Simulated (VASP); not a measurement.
Wanted: the native input for a VASP 6.6.1 run.

```yaml
Task: single point
Functional: PBE
Potentials_or_basis: VASP PAW PBE potentials, release 64 (Ti_sv, Al)
Cutoff: 520 eV
k_mesh: 12 × 12 × 12
Occupations: gaussian, width 0.1 eV
Spin: no spin polarisation
Dipole_correction: no
Further_INCAR_settings: ALGO = Fast; EDIFF = 1e-06; NBANDS = 14
```

The structure of TiAl lies in POSCAR:

```
TiAl
1.0
    3.1790640000      0.0000000000      0.0000000000
    0.0000000000      3.1790640000      0.0000000000
    0.0000000000      0.0000000000      3.1790640000
Ti Al
1 1
Direct
    0.0000000000      0.0000000000      0.0000000000
    0.6179592484      0.5000000000      0.5000000000
```

This cell differs from its parent crystal: one atom moved.

These files were run (other wordings do the same):

INCAR

```
PREC     = Accurate       # precision mode
ENCUT    = 520            # plane-wave cutoff, eV
EDIFF    = 1E-6           # SCF threshold, eV
ISMEAR   = 0              # smearing method
SIGMA    = 0.1            # smearing width, eV
LREAL    = False          # projectors in reciprocal space
LASPH    = True           # aspherical terms in the spheres
NELM     = 80             # most SCF steps
ALGO     = Fast           # electronic algorithm
ISIF     = 2              # what is computed and relaxed
LWAVE    = False          # write WAVECAR
LCHARG   = False          # write CHGCAR
GGA      = PE             # functional
NBANDS   = 14             # bands
```

KPOINTS

```
Automatic mesh
0
Gamma
  12 12 12
```

Potentials or basis: VASP PAW PBE potentials, release 64 (Ti_sv, Al).

Launch:

```bash
$ cat potpaw_PBE.64/Ti_sv/POTCAR potpaw_PBE.64/Al/POTCAR > POTCAR
$ mpirun -np 1 vasp_std > vasp.out
```

It gave:

```json
{
  "Pressure": "6.2 GPa",
  "Largest force": "2.283 eV/Å",
  "Band gap on the k mesh": "zero (an odd number of electrons rules out a gap without spin polarisation)"
}
```

Caveat: the cell differs from its parent crystal (one atom moved); the cell stands under pressure; forces of over 1 eV/Å act on the atoms, so gaps and moduli don't describe the material at rest.

Wall time 2.2 min on 1 thread of Intel Xeon 8259CL, with other jobs on the host, peak memory 0.21 GiB.
